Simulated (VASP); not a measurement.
# Zn16O in VASP: single point with PBEsol

Aim: the single point of Zn16O with PBEsol.

All numbers are computed with VASP 6.6.1; they aren't measurements. Logs are shortened: lines on timing, memory, paths and dates and some standing lists are left out, and cuts for length are marked.

## 1. The cell of the first run

The cell holds a slab with vacuum, 17 atoms: a = 5.320 Å, b = 5.320 Å, c = 20.405 Å, α = 90.00°, β = 90.00°, γ = 60.00°.

## 2. Single point, PBEsol

Input file INCAR:

```
  PREC = Accurate
  ENCUT = 520
  EDIFF = 1E-6
  ISMEAR = 0
  SIGMA = 0.05
  LREAL = Auto
  LASPH = T
  NELM = 60
  ALGO = Normal
  ISIF = 2
  LWAVE = F
  LCHARG = F
  GGA = PS
  NBANDS = 113
```

Input file KPOINTS:

```
Automatic mesh
0
Gamma
  4 4 1
```

Input file POSCAR:

```
Zn16O
1.0
    5.3200000000      0.0000000000      0.0000000000
    2.6600000000      4.6072550000      0.0000000000
    0.0000000000      0.0000000000     20.4054400000
Zn O
16 1
Direct
   -0.1666667028      0.3333334057      0.0490064904
    0.3333332972      0.3333334057      0.0490064904
   -0.1666666486      0.8333332972      0.0490064904
    0.3333333514      0.8333332972      0.0490064904
   -0.0005473205     -0.0003444567      0.1643334327
    0.5009064332     -0.0003485807      0.1643329916
   -0.0005242374      0.5010556177      0.1643186327
    0.4999387961      0.5001216560      0.1669373461
   -0.1640308502      0.3321387681      0.2744973399
    0.3319016920      0.3321342101      0.2744993492
   -0.1667283549      0.8334743790      0.2712400713
    0.3318827217      0.8362469627      0.2744828340
    0.0124790566      0.0128753455      0.3932325400
    0.4746688771      0.0128757796      0.3932212194
    0.0125419673      0.4749405014      0.3933224669
    0.4997901595      0.5004422373      0.3780824133
    0.8331753029      0.8336512739      0.4390095974
```

Potentials or basis: VASP PAW PBE potentials, release 64 (Zn, O).

On the command line:

```
$ cat potpaw_PBE.64/Zn/POTCAR potpaw_PBE.64/O/POTCAR > POTCAR
$ mpirun -np 1 vasp_std > vasp.out
```

OUTCAR:

```text
PREC = Accurate
   ENCUT = 520
   EDIFF = 1E-6
   ISMEAR = 0
   LREAL = Auto
   LASPH = T
   NELM = 60
   ISIF = 2
   GGA = PS

 ion  position               nearest neighbor table
   1  0.833  0.333  0.049-   3 2.66   4 2.66   2 2.66   2 2.66   4 2.66   3 2.66   5 2.81   7 2.81
                             8 2.85
   2  0.333  0.333  0.049-   4 2.66   3 2.66   1 2.66   1 2.66   3 2.66   4 2.66   6 2.81   7 2.81
                             8 2.85
   3  0.833  0.833  0.049-   1 2.66   2 2.66   4 2.66   4 2.66   2 2.66   1 2.66   7 2.81   6 2.81
                             5 2.81
   4  0.333  0.833  0.049-   2 2.66   1 2.66   3 2.66   3 2.66   1 2.66   2 2.66   5 2.81   6 2.81
                             8 2.85
   5  0.999  1.000  0.164-   6 2.65   7 2.65   8 2.66   8 2.66  11 2.67   7 2.67   6 2.67  12 2.72
                             9 2.72   3 2.81   1 2.81   4 2.81
   6  0.501  1.000  0.164-   5 2.65   7 2.65   8 2.66   8 2.66  11 2.67   7 2.67   5 2.67  12 2.72
                            10 2.72   3 2.81   2 2.81   4 2.81
   7  0.999  0.501  0.164-   6 2.65   5 2.65   8 2.66   8 2.66  11 2.67   5 2.67   6 2.67   9 2.72
                            10 2.72   3 2.81   2 2.81   1 2.81
   8  0.500  0.500  0.167-   6 2.66   5 2.66   7 2.66   7 2.66   5 2.66   6 2.66   9 2.69  12 2.69
                            10 2.69   4 2.85   2 2.85   1 2.85
   9  0.836  0.332  0.274-  16 2.62  12 2.64  10 2.64  11 2.66  11 2.66  10 2.68  12 2.68   8 2.69
                             5 2.72   7 2.72  13 2.84  15 2.84
  10  0.332  0.332  0.274-  16 2.62  12 2.64   9 2.64  11 2.66  11 2.66   9 2.68  12 2.68   8 2.69
                             6 2.72   7 2.72  14 2.84  15 2.84
  11  0.833  0.833  0.271-  10 2.66   9 2.66  12 2.66  12 2.66   9 2.66  10 2.66   5 2.67   6 2.67
                             7 2.67  14 2.99  13 2.99  15 2.99
  12  0.332  0.836  0.274-  16 2.62  10 2.64   9 2.64  11 2.66  11 2.66   9 2.68  10 2.68   8 2.69
                             5 2.72   6 2.72  14 2.84  13 2.84
  13  0.012  0.013  0.393-  17 1.90  15 2.46  14 2.46  16 2.68  16 2.68   9 2.84  12 2.84  14 2.86
                            15 2.86  11 2.99
  14  0.475  0.013  0.393-  17 1.90  15 2.46  13 2.46  16 2.68  16 2.68  10 2.84  12 2.84  13 2.86
                            15 2.86  11 2.99
  15  0.013  0.475  0.393-  17 1.90  14 2.46  13 2.46  16 2.68  16 2.68  10 2.84   9 2.84  13 2.86
                            14 2.86  11 2.99
  16  0.500  0.500  0.378-  12 2.62   9 2.62  10 2.62  14 2.68  13 2.68  15 2.68  15 2.68  14 2.68
                            13 2.68
  17  0.833  0.834  0.439-  15 1.90  13 1.90  14 1.90

  LATTYP: Found a hexagonal cell.
 ALAT       =     5.3199998717
 C/A-ratio  =     3.8356091150

  Lattice vectors:

 A1 = (  -2.6600000000,  -4.6072550000,   0.0000000000)
 A2 = (   5.3200000000,   0.0000000000,   0.0000000000)
 A3 = (   0.0000000000,   0.0000000000,  20.4054400000)

Analysis of symmetry for initial positions (statically):
=====================================================================
 Subroutine PRICEL returns:
 Original cell was already a primitive cell.

 Routine SETGRP: Setting up the symmetry group for a
 hexagonal supercell.

 Subroutine GETGRP returns: Found  1 space group operations
 (whereof  1 operations were pure point group operations)
 out of a pool of 24 trial point group operations.

The static configuration has the point symmetry C_1 .

Analysis of symmetry for dynamics (positions and initial velocities):
=====================================================================
 Subroutine PRICEL returns:
 Original cell was already a primitive cell.

 Routine SETGRP: Setting up the symmetry group for a
 hexagonal supercell.

 Subroutine GETGRP returns: Found  1 space group operations
 (whereof  1 operations were pure point group operations)
 out of a pool of 24 trial point group operations.

The dynamic configuration has the point symmetry C_1 .

 Subroutine INISYM returns: Found  1 space group operations
 (whereof  1 operations are pure point group operations),
 and found     1 'primitive' translations

----------------------------------------------------------------------------------------

                                     Primitive cell

  volume of cell :     500.1495

  direct lattice vectors                    reciprocal lattice vectors
     5.320000000  0.000000000  0.000000000     0.187969925 -0.108524490  0.000000000
     2.660000000  4.607255000  0.000000000     0.000000000  0.217048980  0.000000000
     0.000000000  0.000000000 20.405440000     0.000000000  0.000000000  0.049006539
[... 54 lines left out ...]
     0.046992481 -0.027131123  0.000000000     0.250000000  0.000000000  0.000000000
     0.000000000  0.054262245  0.000000000     0.000000000  0.250000000  0.000000000
     0.000000000  0.000000000  0.049006539     0.000000000  0.000000000  1.000000000

  Length of vectors
     0.054262244  0.054262245  0.049006539

  Shift w.r.t. Gamma in fractional coordinates (k-lattice)
     0.000000000  0.000000000  0.000000000

 Subroutine IBZKPT returns following result:
 ===========================================

 Found     10 irreducible k-points:

 Following reciprocal coordinates:
            Coordinates               Weight
  0.000000  0.000000  0.000000      1.000000
  0.250000  0.000000  0.000000      2.000000
  0.250000  0.250000  0.000000      2.000000
  0.000000  0.250000  0.000000      2.000000
  0.500000  0.000000  0.000000      1.000000
  0.500000  0.500000  0.000000      1.000000
  0.000000  0.500000  0.000000      1.000000
  0.500000  0.250000  0.000000      2.000000
  0.250000  0.500000  0.000000      2.000000
 -0.250000  0.250000  0.000000      2.000000
   k-points           NKPTS =     10   k-points in BZ     NKDIM =     10   number of bands    NBANDS=    113
   number of dos      NEDOS =    301   number of ions     NIONS =     17
   total plane-waves  NPLWV = 256000
   dimension x,y,z NGX =    40 NGY =   40 NGZ =  160
   dimension x,y,z NGXF=    80 NGYF=   80 NGZF=  320
   ions per type =              16   1
   NGX,Y,Z   is equivalent  to a cutoff of  12.50, 12.50, 13.04 a.u.
   NGXF,Y,Z  is equivalent  to a cutoff of  25.00, 25.00, 26.07 a.u.
 SYSTEM =  unknown system
   PREC   = accura    normal or accurate (medium, high low for compatibility)
   ISTART =      0    job   : 0-new  1-cont  2-samecut
   ICHARG =      2    charge: 1-file 2-atom 10-const
   ISPIN  =      1    spin polarized calculation?
   LNONCOLLINEAR =      F non collinear calculations
   LSORBIT =      F    spin-orbit coupling
   LASPH  =      T    aspherical Exc in radial PAW
   ENCUT  =  520.0 eV  38.22 Ry    6.18 a.u.   9.89  9.89 37.94*2*pi/ulx,y,z
   NELM   =     60;   NELMIN=  2; NELMDL= -5     # of ELM steps
   EDIFF  = 0.1E-05   stopping-criterion for ELM
   LREAL  =      T    real-space projection
   EDIFFG = 0.1E-04   stopping-criterion for IOM
   NSW    =      0    number of steps for IOM
   IBRION =     -1    ionic relax: 0-MD 1-quasi-New 2-CG
   NFREE  =      0    steps in history (QN), initial steepest desc. (CG)
   ISIF   =      2    stress and relaxation
   ISYM   =      2    0-nonsym 1-usesym 2-fastsym
   POTIM  = 0.5000    time-step for ionic-motion
   TEBEG  =    0.0;   TEEND  =   0.0 temperature during run
   PSTRESS=    0.0 pullay stress
   NELECT =     198.0000    total number of electrons
   NUPDOWN=      -1.0000    fix difference up-down
   EMIN   =  10.00;   EMAX   =-10.00  energy-range for DOS
   EFERMI =   0.00;   METHOD = LEGACY
   ISMEAR =     0;   SIGMA  =   0.05  broadening in eV -4-tet -1-fermi 0-gaus
   EFERMI_NEDOS =   21; number of points for ismear=-14 and -15
   IALGO  =     38    algorithm
   IMIX   =      4    mixing-type and parameters
     AMIX     =   0.40;   BMIX     =  1.00
     AMIX_MAG =   1.60;   BMIX_MAG =  1.00
  volume/ion in A,a.u.               =      29.42       198.54
  Fermi-wavevector in a.u.,A,eV,Ry     =   1.202071  2.271584 19.660058  1.444974
  Thomas-Fermi vector in A             =   2.337862
   LORBIT       =      0    0 simple, 1 ext, 2 COOP (PROOUT), +10 PAW based schemes
   GGA     = PS    functional components
   LHFCALC =     F    Hartree Fock is set to
   AEXX    =    0.0000 exact exchange contribution
   IVDW    =     0    specifies the selected vdW correction
   LEPSILON=     F    determine dielectric tensor
   LRPA    =     F    only Hartree local field effects (RPA)
 non-spin polarized calculation
 Gauss-broadening in eV      SIGMA  =   0.05
  energy-cutoff  :      520.00
  volume of cell :      500.15
 maximum number of plane-waves:     13544
   NGX = 19   NGY = 19   NGZ = 75

 number of electron     197.9999982 magnetization

 Free energy of the ion-electron system (eV)
  ---------------------------------------------------
  ext. energy  EPLUGINS =         0.00000000
  ---------------------------------------------------
  free energy    TOTEN  =       -30.69584611 eV

  energy without entropy =      -30.68244506  energy(sigma->0) =      -30.68914558

 E-fermi :  -1.1088     XC(G=0):  -6.3846

 val. band max:       -1.1635380050   @ k =   0.2500   0.2500   0.0000
 cond. band min:      -1.0993847389   @ k =   0.2500   0.5000   0.0000
 fundamental gap:      0.0641532660
 Fermi energy:        -1.1088382645

 k-point     1 :       0.0000    0.0000    0.0000
  band No.  band energies     occupation
      1     -19.4725      2.00000
      2     -11.4041      2.00000
      3     -10.2335      2.00000
      4      -9.5396      2.00000
      5      -9.4165      2.00000
      6      -9.3777      2.00000
[... 1129 lines left out ...]
    110       3.6007      0.00000
    111       3.6803      0.00000
 [bands above 111 left out]

------------------------ aborting loop because EDIFF is reached ----------------------------------------

  FORCE on cell =-STRESS in cart. coord.  units (eV):
  Direction    XX          YY          ZZ          XY          YZ          ZX
  --------------------------------------------------------------------------------------
  -------------------------------------------------------------------------------------
  Total       -1.4870922     -1.4798277      0.2689376      0.0005309     -0.0072106     -0.0002881
  in kB       -4.7637465     -4.7404755      0.8615140      0.0017008     -0.0230985     -0.0009229
  external PRESSURE =      -2.8809027 kB  Pullay stress =       0.0000000 kB

 VOLUME and BASIS-vectors are now :
 -----------------------------------------------------------------------------
  energy-cutoff  :      520.00
  volume of cell :      500.15
      direct lattice vectors                 reciprocal lattice vectors
     5.320000000  0.000000000  0.000000000     0.187969925 -0.108524490  0.000000000
     2.660000000  4.607255000  0.000000000     0.000000000  0.217048980  0.000000000
     0.000000000  0.000000000 20.405440000     0.000000000  0.000000000  0.049006539

 POSITION                                       TOTAL-FORCE (eV/Angst)
 -----------------------------------------------------------------------------------
      5.32000      1.53575      1.00000        -0.007611      0.004407     -0.028679
      2.66000      1.53575      1.00000         0.007642      0.004383     -0.028701
      6.65000      3.83938      1.00000         0.000013      0.000575      0.054965
      3.99000      3.83938      1.00000         0.000036     -0.008266     -0.028679
      7.97617      4.60567      3.35330         0.000985      0.000226      0.004876
      5.32389      4.60565      3.35329        -0.001067      0.000283      0.004980
[... 9 lines left out ...]
      3.99006      2.30567      7.71494        -0.000010     -0.003664      0.013272
      6.65001      3.84084      8.95818        -0.000025     -0.000042      0.150961
 -----------------------------------------------------------------------------------
    total drift:                               -0.000096      0.000270     -0.013015

  FREE ENERGIE OF THE ION-ELECTRON SYSTEM (eV)
  ---------------------------------------------------
  free  energy   TOTEN  =       -30.6958461075 eV

  energy  without entropy=      -30.6824450604  energy(sigma->0) =      -30.68914558
```

Run time: 22 min. Hardware: 1 thread of Intel Xeon Platinum 8259CL at 2.50GHz (Skylake/Cascade Lake), shared host; peak memory 0.74 GiB.

Results:

| Item | Value |
| --- | --- |
| Free energy | -30.6958 eV |
| Largest force | 0.151 eV/Å |
| Band gap on the k mesh | zero (bands 99 and 100 overlap by 1.74 eV) |

Forces on the atoms (eV/Å):
```
Zn  -0.008  0.004 -0.029
Zn   0.008  0.004 -0.029
Zn   0.000  0.001  0.055
Zn   0.000 -0.008 -0.029
Zn   0.001  0.000  0.005
Zn  -0.001  0.000  0.005
Zn   0.000 -0.001  0.006
Zn   0.000  0.000 -0.008
Zn   0.013 -0.007 -0.002
Zn  -0.013 -0.007 -0.002
Zn   0.000  0.000  0.002
Zn   0.000  0.015 -0.002
Zn   0.062  0.037 -0.046
Zn  -0.062  0.037 -0.045
Zn   0.000 -0.072 -0.046
Zn   0.000 -0.004  0.013
O    0.000  0.000  0.151
```

Levels at points of the mesh, in eV from the Fermi level:
```csv
k point,band 94,band 95,band 96,band 97,band 98,band 99,band 100,band 101,band 102,band 103
"(0.00, 0.00, 0.00)",-1.99,-1.66,-1.45,-1.45,-1.43,-1.30,-1.30,0.42,0.82,0.92
"(0.50, 0.00, 0.00)",-2.41,-1.96,-1.63,-0.70,-0.17,0.44,0.63,1.41,2.32,3.29
"(0.50, 0.50, 0.00)",-2.41,-1.96,-1.63,-0.70,-0.17,0.44,0.63,1.41,2.32,3.29
"(0.00, 0.50, 0.00)",-2.41,-1.96,-1.63,-0.70,-0.17,0.44,0.63,1.41,2.32,3.29
```

Caveat: the PAW data sets were made with another functional, which shifts forces and pressure a little.
